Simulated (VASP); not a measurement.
## CrCoOs2: single point with r2SCAN

Crystal: CrCoOs2.

```
Co Os Cr
1.0
     3.76246    0.00000    0.00000
     0.00000    3.76246    0.00000
     0.00000    0.00000    3.69054
Co Os Cr
1 2 1
Direct
  0.50000 0.50000 0.00000
  0.00000 0.50000 0.50000
  0.50000 0.00000 0.50000
  0.00000 0.00000 0.00000
```

| Item | Value |
| --- | --- |
| Program | VASP 6.6.1 |
| Task | single point |
| Functional | r2SCAN |
| Potentials or basis | VASP PAW PBE potentials, release 64 (Co, Os, Cr_pv) |
| Cutoff | 520 eV |
| k mesh | 7 × 7 × 7 |
| Occupations | methfessel-paxton, width 0.0574 eV |
| Spin | no spin polarisation |
| Dipole correction | no |
| Further INCAR settings | ALGO = Normal; EDIFF = 1e-07; NBANDS = 26 |

The pressure is -14.4 GPa.

Stress tensor (GPa, compression positive):
```
-13.45   0.00   0.00
  0.00 -13.45   0.00
  0.00   0.00 -16.15
```

Levels at points of the mesh, in eV from the Fermi level:
| k point | band 14 | band 15 | band 16 | band 17 | band 18 | band 19 | band 20 | band 21 | band 22 | band 23 |
| --- | --- | --- | --- | --- | --- | --- | --- | --- | --- | --- |
| (0.00, 0.00, 0.00) | -0.21 | -0.19 | 1.16 | 1.48 | 1.56 | 1.56 | 1.84 | 2.44 | 2.50 | 2.50 |

Run time: 5.4 min on 1 thread of Intel(R) Xeon(R) Platinum 8259CL CPU @ 2.50GHz (Skylake/Cascade Lake) (shared host), peak memory 0.21 GiB.

Caveat: the PAW data sets were made with another functional, which shifts forces and pressure a little; spin-orbit coupling is left out, which moves the levels of the heavy elements. Spin polarisation is off, so any magnetic state and its effect on volume and gap are missing.
